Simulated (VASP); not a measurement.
## ZrO2: single point with HSE06

The system is ZrO2.

```
Zr O
1.0
     0.00000    2.54471    2.54471
     2.54471    0.00000    2.54471
     2.54471    2.54471    0.00000
Zr O
1 2
Direct
  0.00000 0.00000 0.00000
  0.25000 0.25000 0.25000
  0.75000 0.75000 0.75000
```

```yaml
Program: VASP 6.6.1
Task: single point
Functional: HSE06
Potentials_or_basis: VASP PAW PBE potentials, release 64 (Zr_sv, O)
Cutoff: 520 eV
k_mesh: 6 × 6 × 6
Occupations: gaussian, width 0.01 eV
Spin: no spin polarisation
Dipole_correction: no
Grid_for_exact_exchange_PRECFOCK: Normal
Further_INCAR_settings: ALGO = Normal; EDIFF = 1e-06; NBANDS = 19
Share_of_exact_exchange: 0.25
Screening_parameter: 0.2079 1/Å
```

The pressure is -2.5 GPa and the band gap on the k mesh is 4.97 eV (least direct gap 5.37 eV).

Levels at points of the mesh, in eV from the valence-band top:
```
           k point  band 10  band 11  band 12  band 13  band 14  band 15
(0.00, 0.00, 0.00)    -0.59    -0.59    -0.59     4.97     4.97     8.11
(0.50, 0.00, 0.00)    -2.72    -1.81    -1.81     5.65     5.65     7.78
(0.50, 0.50, 0.00)    -1.61    -1.61     0.00     5.37     6.52     7.50
```

It took 81 min on 1 thread of Intel(R) Xeon(R) Platinum 8259CL CPU @ 2.50GHz (Skylake/Cascade Lake) (shared host), peak memory 0.29 GiB.

Caveat: the PAW data sets were made with another functional, which shifts forces and pressure a little. A k mesh can miss the band edges.
